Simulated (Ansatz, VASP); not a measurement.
# One calculation of Al, two programs

The input INCAR:

```
PREC     = Accurate       # precision mode
ENCUT    = 520            # plane-wave cutoff, eV
EDIFF    = 1E-6           # SCF threshold, eV
ISMEAR   = -1             # smearing method
SIGMA    = 0.1            # smearing width, eV
LREAL    = False          # projectors in reciprocal space
LASPH    = True           # aspherical terms in the spheres
NELM     = 100            # most SCF steps
ALGO     = Normal         # electronic algorithm
ISIF     = 2              # what is computed and relaxed
LWAVE    = False          # write WAVECAR
LCHARG   = False          # write CHGCAR
GGA      = B5             # functional
ALDAX    = 1.0          
AGGAX    = 1.0          
AGGAC    = 1.0          
ALDAC    = 0.0          
NBANDS   = 14             # bands
```

KPOINTS

```
regular mesh
0
Gamma
  14 14 4
```

File POSCAR:

```
Al
1.0
    2.9574319632      0.0000000000      0.0000000000
   -1.4787159816      2.5612112101      0.0000000000
    0.0000000000      0.0000000000      9.9860281580
Al
4
Direct
    0.0000000000      1.0000000000      1.0000000000
    0.0000000000      1.0000000000      0.5000000000
    0.3333333333      0.6666666667      0.2500000000
    0.6666666667      0.3333333333      0.7500000000
```

Input for Ansatz:

```yaml
crystal:
  lattice:
    - [2.9574319632, 0.0, 0.0]
    - [-1.4787159816, 2.5612112101, 0.0]
    - [0.0, 0.0, 9.986028158]
  atoms:
    - { symbol: Al, position: [0.0, 1.0, 1.0] }
    - { symbol: Al, position: [0.0, 1.0, 0.5] }
    - { symbol: Al, position: [0.3333333333, 0.6666666667, 0.25] }
    - { symbol: Al, position: [0.6666666667, 0.3333333333, 0.75] }
hamiltonian:
  xc: blyp
  pseudopotentials:
    kind: paw
    azcp:
      Al: "pseudopotentials/Al.paw.azcp"
basis:
  ecutwfc: 420
  fft_grid_basis: typed
kpoints:
  mp_grid: { grid: [14, 14, 4], shift: [0, 0, 0] }
magnetization:
  spin_polarized: false
scf:
  occupations: { method: fermi_dirac, width: 0.1 }
  lower_state_search: "off"
output:
  stress: true
```

Alike in both runs: task single point; functional BLYP; k mesh 14 × 14 × 4; occupations fermi-dirac, width 0.1 eV; no spin polarisation.

|  | VASP | Ansatz |
| --- | --- | --- |
| version | VASP 6.6.1 | Ansatz 0.2.0 |
| potentials or method | VASP PAW PBE potentials, release 64 (Al), cutoff 520 eV | plane waves (420 eV) with PAW, scalar-relativistic |
| valence electrons in the cell | 12 | 12 |

|  | VASP | Ansatz | Ansatz less VASP |
| --- | --- | --- | --- |
| pressure (GPa) | -3.3 | -3.3 | -0.06 |
| traceless stress, the component that is largest in VASP (GPa) | 0.75 | 0.75 | +0.004 |

VASP's potentials were made for PBE, not for BLYP.
